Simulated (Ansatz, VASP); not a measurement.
**One calculation of AlN, two programs**

The input INCAR:

```
SYSTEM = AlN
PREC     = Accurate       ! precision mode
ENCUT    = 520            ! plane-wave cutoff, eV
EDIFF    = 1E-6           ! SCF threshold, eV
ISMEAR   = 0              ! smearing method
SIGMA    = 0.05           ! smearing width, eV
LREAL    = .False.        ! projectors in reciprocal space
LASPH    = .True.         ! aspherical terms in the spheres
NELM     = 80             ! most SCF steps
ALGO     = Normal         ! electronic algorithm
ISIF     = 2              ! what is computed and relaxed
LWAVE    = .False.        ! write WAVECAR
LCHARG   = .False.        ! write CHGCAR
GGA      = PE             ! functional
NBANDS   = 11             ! bands
```

Contents of KPOINTS:

```
regular mesh
0
Gamma
  10 10 10
  0 0 0
```

POSCAR

```
AlN
1.0
    0.0000000000      2.2195293472      2.2195293472
    2.2195293472      0.0000000000      2.2195293472
    2.2195293472      2.2195293472      0.0000000000
Al N
1 1
Direct
   -0.0022875944      0.0022875944      0.0022875944
    0.7544065694      0.7455934306      0.7455934306
```

Input for Ansatz:

```yaml
crystal:
  lattice:
    - [0.0, 2.2195293472, 2.2195293472]
    - [2.2195293472, 0.0, 2.2195293472]
    - [2.2195293472, 2.2195293472, 0.0]
  atoms:
    - { symbol: Al, position: [-0.0022875944, 0.0022875944, 0.0022875944] }
    - { symbol: "N", position: [0.7544065694, 0.7455934306, 0.7455934306] }
basis:
  ecutwfc: 520.0
kpoints:
  mp_grid: { grid: [10, 10, 10] }
hamiltonian:
  xc: pbe
  pseudopotentials: { kind: paw, azcp: { folder: soft_1 } }
scf:
  occupations: { method: gaussian, width: 0.05 }
output:
  forces: true
  stress: true
  eigenvalues: true
  write_density: true
  write_potential: true
  elf: true
  volumetric_format: npy
```

Change from the starting cell: mode 4 frozen in at -0.019 Å, equal normal strain along x, y and z +0.0083.

Alike in both runs: task single point; functional PBE; k mesh 10 × 10 × 10; occupations gaussian, width 0.05 eV; no spin polarisation.

|  | VASP | Ansatz |
| --- | --- | --- |
| version | VASP 6.6.1 | Ansatz 0.2.0 |
| potentials or method | VASP PAW PBE potentials, release 64 (Al, N), cutoff 520 eV | scalar-relativistic, plane waves, PAW |
| valence electrons in the cell | 8 | 8 |

```csv
,VASP,Ansatz,Ansatz less VASP
gap on the k mesh at the Fermi level (eV),3.21,3.22,+0.006
least direct gap on the mesh (eV),3.70,3.69,-0.006
pressure (GPa),-4.7,-4.5,+0.20
"traceless stress, the component that is largest in VASP (GPa)",-1.48,-1.48,+0.004
rms of the force components (eV/Å),0.219,0.218,-0.0004
```

Atom by atom the forces differ by 0.000 eV/Å (rms over components). The functional is the same, so the differences come from potentials, cutoffs and numerics.
